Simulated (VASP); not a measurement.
# InP (F-43m) in VASP: notebook

The runs below take InP through vibrations by perturbation theory, with LDA.

Program: VASP 6.6.1. These are calculated values, not measurements. Logs are shortened: lines on timing, memory, paths and dates and some standing lists are left out, and cuts for length are marked.

## 1. The cell of the first run

It takes space group F-43m (No. 216, cubic). The conventional cell has a = 5.768 Å, b = 5.768 Å, c = 5.768 Å, α = 90.00°, β = 90.00°, γ = 90.00°. In (site symmetry -43m) has 4 P at 2.50 Å within 3.3 Å. Within 3.3 Å of P (site symmetry -43m) lie 4 In at 2.50 Å.

## 2. Vibrations by perturbation theory, LDA (volume scaled by 0.970)

Input file INCAR:

```
PREC = Accurate
ENCUT = 520
EDIFF = 1E-8
ISMEAR = 0
SIGMA = 0.01
LREAL = F
LASPH = T
NELM = 80
ALGO = Normal
ISIF = 2
LWAVE = F
LCHARG = F
GGA = CA
IBRION = 8
NSW = 1
```

Input file KPOINTS:

```
regular mesh
0
Gamma
  8 8 8
```

Input file POSCAR:

```
InP
1.0
    0.0000000000      2.8842264766      2.8842264766
    2.8842264766      0.0000000000      2.8842264766
    2.8842264766      2.8842264766      0.0000000000
In P
1 1
Direct
    0.0000000000      0.0000000000      0.0000000000
    0.7500000000      0.7500000000      0.7500000000
```

Potentials or basis: VASP PAW LDA potentials, release 64 (In_d, P).

Command:

```sh
cat potpaw_LDA.64/In_d/POTCAR potpaw_LDA.64/P/POTCAR > POTCAR
mpirun -np 1 vasp_std > vasp.out
```

OUTCAR:

```text
PREC = Accurate
   ENCUT = 520
   EDIFF = 1E-8
   ISMEAR = 0
   LREAL = F
   LASPH = T
   NELM = 80
   ISIF = 2
   GGA = CA
   IBRION = 8
   NSW = 1

 ion  position               nearest neighbor table
   1  0.000  0.000  0.000-   2 2.50   2 2.50   2 2.50   2 2.50
   2  0.750  0.750  0.750-   1 2.50   1 2.50   1 2.50   1 2.50

  LATTYP: Found a face centered cubic cell.
 ALAT       =     5.7684529532

  Lattice vectors:

 A1 = (   0.0000000000,   2.8842264766,   2.8842264766)
 A2 = (   2.8842264766,   0.0000000000,   2.8842264766)
 A3 = (   2.8842264766,   2.8842264766,   0.0000000000)

Analysis of symmetry for initial positions (statically):
=====================================================================
 Subroutine PRICEL returns:
 Original cell was already a primitive cell.

 Routine SETGRP: Setting up the symmetry group for a
 face centered cubic supercell.

 Subroutine GETGRP returns: Found 24 space group operations
 (whereof 24 operations were pure point group operations)
 out of a pool of 48 trial point group operations.

The static configuration has the point symmetry T_d .

Analysis of symmetry for dynamics (positions and initial velocities):
=====================================================================
 Subroutine PRICEL returns:
 Original cell was already a primitive cell.

 Routine SETGRP: Setting up the symmetry group for a
 face centered cubic supercell.

 Subroutine GETGRP returns: Found 24 space group operations
 (whereof 24 operations were pure point group operations)
 out of a pool of 48 trial point group operations.

The dynamic configuration has the point symmetry T_d .

 Subroutine INISYM returns: Found 24 space group operations
 (whereof 24 operations are pure point group operations),
 and found     1 'primitive' translations

----------------------------------------------------------------------------------------

                                     Primitive cell

  volume of cell :      47.9864

  direct lattice vectors                    reciprocal lattice vectors
     0.000000000  2.884226477  2.884226477    -0.173356706  0.173356706  0.173356706
     2.884226477  0.000000000  2.884226477     0.173356706 -0.173356706  0.173356706
     2.884226477  2.884226477  0.000000000     0.173356706  0.173356706 -0.173356706

  length of vectors
     4.078912200  4.078912200  4.078912200     0.300262622  0.300262622  0.300262622

  position of ions in fractional coordinates (direct lattice)
     0.000000000  0.000000000  0.000000000
     0.750000000  0.750000000  0.750000000

  ion indices of the primitive-cell ions
   primitive index   ion index
                 1           1
                 2           2

----------------------------------------------------------------------------------------

 KPOINTS: regular mesh

Automatic generation of k-mesh.
 Grid dimensions read from file:
 generate k-points for:    8    8    8

 Generating k-lattice:

  Cartesian coordinates                     Fractional coordinates (reciprocal lattice)
    -0.021669588  0.021669588  0.021669588     0.125000000  0.000000000  0.000000000
     0.021669588 -0.021669588  0.021669588     0.000000000  0.125000000  0.000000000
     0.021669588  0.021669588 -0.021669588     0.000000000  0.000000000  0.125000000

  Length of vectors
     0.037532828  0.037532828  0.037532828

  Shift w.r.t. Gamma in fractional coordinates (k-lattice)
     0.000000000  0.000000000  0.000000000

 Subroutine IBZKPT returns following result:
[... 76 lines left out ...]
   AEXX    =    0.0000 exact exchange contribution
   IVDW    =     0    specifies the selected vdW correction
   LEPSILON=     F    determine dielectric tensor
   LRPA    =     F    only Hartree local field effects (RPA)
 non-spin polarized calculation
 Gauss-broadening in eV      SIGMA  =   0.01
  energy-cutoff  :      520.00
  volume of cell :       47.99
 maximum number of plane-waves:      1308
   NGX = 15   NGY = 15   NGZ = 15

--------------------------------------- Ionic step        1  -------------------------------------------

 number of electron      18.0000005 magnetization

 Free energy of the ion-electron system (eV)
  ---------------------------------------------------
  ext. energy  EPLUGINS =         0.00000000
  ---------------------------------------------------
  free energy    TOTEN  =        -9.66108686 eV

  energy without entropy =       -9.66108686  energy(sigma->0) =       -9.66108686

 E-fermi :   5.5948     XC(G=0):  -9.8179

 val. band max:        5.5523589185   @ k =   0.0000   0.0000   0.0000
 cond. band min:       6.3207668530   @ k =   0.0000   0.0000   0.0000
 fundamental gap:      0.7684079345
 Fermi energy:         5.5948120072

 k-point     1 :       0.0000    0.0000    0.0000
  band No.  band energies     occupation
      1      -8.7464      2.00000
      2      -8.7464      2.00000
      3      -8.7464      2.00000
      4      -8.5660      2.00000
      5      -8.5660      2.00000
      6      -6.3333      2.00000
      7       5.5524      2.00000
      8       5.5524      2.00000
      9       5.5524      2.00000
     10       6.3208      0.00000
     11       9.5095      0.00000
     12       9.5095      0.00000
     13       9.5095      0.00000
[... 354 lines left out ...]
  band No.  band energies     occupation
      1      -8.9039      2.00000
      2      -8.6894      2.00000
      3      -8.6649      2.00000
      4      -8.5737      2.00000
      5      -8.5507      2.00000
      6      -4.0639      2.00000
      7      -0.3188      2.00000
      8       2.6308      2.00000
      9       3.7610      2.00000
     10       8.7331      0.00000
     11       9.5629      0.00000
     12      11.4249      0.00000
     13      12.7834      0.00000

 [... further k-points ...]
[... 5 lines left out ...]
  --------------------------------------------------------------------------------------
  -------------------------------------------------------------------------------------
  Total        0.7001805      0.7001805      0.7001805     -0.0000000      0.0000000      0.0000000
  in kB       23.3777409     23.3777409     23.3777409     -0.0000000      0.0000000      0.0000000
  external PRESSURE =      23.3777409 kB  Pullay stress =       0.0000000 kB

 VOLUME and BASIS-vectors are now :
 -----------------------------------------------------------------------------
  energy-cutoff  :      520.00
  volume of cell :       47.99
      direct lattice vectors                 reciprocal lattice vectors
     0.000000000  2.884226477  2.884226477    -0.173356706  0.173356706  0.173356706
     2.884226477  0.000000000  2.884226477     0.173356706 -0.173356706  0.173356706
     2.884226477  2.884226477  0.000000000     0.173356706  0.173356706 -0.173356706

 POSITION                                       TOTAL-FORCE (eV/Angst)
 -----------------------------------------------------------------------------------
      0.00000      0.00000      0.00000        -0.000000     -0.000000      0.000000
      4.32634      4.32634      4.32634         0.000000      0.000000     -0.000000
 -----------------------------------------------------------------------------------
    total drift:                                0.000000      0.000000      0.000000

  FREE ENERGIE OF THE ION-ELECTRON SYSTEM (eV)
  ---------------------------------------------------
  free  energy   TOTEN  =        -9.6610868613 eV

  energy  without entropy=       -9.6610868613  energy(sigma->0) =       -9.66108686

[... ionic steps 2 to 3 ...]

--------------------------------------- Ionic step        4  -------------------------------------------

------------------------ aborting loop because EDIFF is reached ----------------------------------------

[... ionic steps 5 to 6 ...]

--------------------------------------- Ionic step        7  -------------------------------------------

 Free energy of the ion-electron system (eV)
  ---------------------------------------------------
  ---------------------------------------------------
  free energy    TOTEN  =        -0.04923314 eV

  energy without entropy =       -0.04923314

------------------------ aborting loop because EDIFF is reached ----------------------------------------

 INTERNAL STRAIN TENSOR  FOR ION    2  DIRECTION 1   (eV/Angst):
 -----------------------------------------------------------------------------
    -0.01370  0.00000  0.00000
     0.00000  0.00821  9.34058
     0.00000  9.34058  0.00821

 INTERNAL STRAIN TENSOR FOR ION    2 for displacements in x,y,z  (eV/Angst):
          X           Y           Z          XY          YZ          ZX
  --------------------------------------------------------------------------------
  x     0.00000     0.00000     0.00000     0.00000     9.34058     0.00000
  y     0.00000     0.00000     0.00000     0.00000     0.00000     9.34058
  z     0.00000     0.00000     0.00000     9.34058     0.00000     0.00000

 SECOND DERIVATIVES (NOT SYMMETRIZED)
 ------------------------------------
               1X          1Y          1Z          2X          2Y          2Z
  1X    -8.940424    0.000000    0.000000    8.940424    0.000000    0.000000
  1Y     0.000000   -8.940424    0.000000    0.000000    8.940424    0.000000
  1Z     0.000000    0.000000   -8.940424    0.000000    0.000000    8.940424
  2X     8.908685    0.000000    0.000000   -8.908685    0.000000    0.000000
  2Y     0.000000    8.908685    0.000000    0.000000   -8.908685    0.000000
  2Z     0.000000    0.000000    8.908685    0.000000    0.000000   -8.908685

 Eigenvectors and eigenvalues of the dynamical matrix
 ----------------------------------------------------

   1 f  =    9.451143 THz    59.383284 2PiTHz  315.256205 cm-1    39.086770 meV
             X         Y         Z           dx          dy          dz
      0.000000  0.000000  0.000000     0.000000    0.461569    0.000000
      4.326340  4.326340  4.326340     0.000000   -0.887104    0.000000
[... 21 lines left out ...]
   6 f/i=    0.006881 THz     0.043237 2PiTHz    0.229537 cm-1     0.028459 meV
             X         Y         Z           dx          dy          dz
      0.000000  0.000000  0.000000     0.000000    0.000000    0.887104
      4.326340  4.326340  4.326340     0.000000    0.000000    0.461569

--------------------------------------------------------------------------------------------------------

 ELASTIC MODULI CONTR FROM IONIC RELAXATION (kBar)
 Direction    XX          YY          ZZ          XY          YZ          ZX
 --------------------------------------------------------------------------------
 XX           0.0000      0.0000      0.0000      0.0000      0.0000      0.0000
 YY           0.0000      0.0000      0.0000      0.0000      0.0000      0.0000
 ZZ           0.0000      0.0000      0.0000      0.0000      0.0000      0.0000
 XY           0.0000      0.0000      0.0000   -321.5462      0.0000      0.0000
 YZ           0.0000      0.0000      0.0000      0.0000   -321.5462      0.0000
 ZX           0.0000      0.0000      0.0000      0.0000      0.0000   -321.5462
 --------------------------------------------------------------------------------
```

It took 3.2 min on 1 thread of AMD EPYC 9R45 (Zen 5), shared host; peak memory 0.24 GiB.

What came out:

```yaml
Highest_phonon_frequency_at_Γ_LO-TO_splitting_left_out: 315 cm⁻¹
```

Phonon frequencies in cm⁻¹ (negative: imaginary):
| q point | frequencies |
| --- | --- |
| (0.000, 0.000, 0.000) | 0 0 0 315 315 315 |

Caveat: the cell wasn't relaxed at this level first, which shifts response properties; spin-orbit coupling is left out, which moves the levels of the heavy elements.

(Continued in part 2 of 2.)
